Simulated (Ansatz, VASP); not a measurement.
# GaN: VASP beside Ansatz

File POSCAR:

```
GaN
1.0
    0.0000000000      2.1085153661      2.1085153661
    2.1085153661      0.0000000000      2.1085153661
    2.1085153661      2.1085153661      0.0000000000
Ga N
1 1
Direct
    0.5000000000      0.5000000000      0.5000000000
    0.0000000000      0.0000000000      0.0000000000
```

The input INCAR.step1:

```
PREC = Accurate
ENCUT = 520
ISMEAR = 0
SIGMA = 0.01
LREAL = False
LASPH = True
NELM = 80
NBANDS = 16
GGA = PE
ALGO = Normal
EDIFF = 1E-4
LWAVE = True
LCHARG = False
```

File INCAR.step2:

```
PREC = Accurate
ENCUT = 520
EDIFF = 1E-6
ISMEAR = 0
SIGMA = 0.01
LREAL = False
LASPH = True
NELM = 80
ALGO = Normal
ISIF = 2
LWAVE = False
LCHARG = False
METAGGA = R2SCAN
LMIXTAU = True
NBANDS = 16
ISTART = 1
```

The input KPOINTS:

```
regular mesh
0
Gamma
  8 8 8
```

Input for Ansatz:

```yaml
crystal:
  lattice:
    - [0.0, 2.1085153661, 2.1085153661]
    - [2.1085153661, 0.0, 2.1085153661]
    - [2.1085153661, 2.1085153661, 0.0]
  atoms:
    - { symbol: Ga, position: [0.5, 0.5, 0.5] }
    - { symbol: "N", position: [0.0, 0.0, 0.0] }
kpoints:
  mp_grid: { grid: [8, 8, 8] }
hamiltonian:
  xc: r2scan
scf:
  occupations: { method: fixed }
  n_extra_bands: 4
output:
  forces: true
  stress: true
  eigenvalues: true
```

Alike in both runs: task single point; functional r2SCAN; k mesh 8 × 8 × 8; no spin polarisation.

|  | VASP | Ansatz |
| --- | --- | --- |
| version | VASP 6.6.1 | Ansatz 0.2.0 |
| potentials or method | VASP PAW PBE potentials, release 64 (Ga_d, N) | plane waves, PAW |
| plane-wave cutoff (eV) | 520 | 500 |
| occupations | gaussian, width 0.01 eV | fixed |
| valence electrons in the cell | 18 | 18 |

Ansatz gave:

| Quantity | Value |
| --- | --- |
| gap on the k mesh at the Fermi level (eV) | 1.19 |
| pressure (GPa) | 0.0 |

Estimate VASP's values.

gap on the k mesh at the Fermi level (eV): 1.17; pressure (GPa): 1.3.

VASP's potentials were made for PBE, not for r2SCAN.
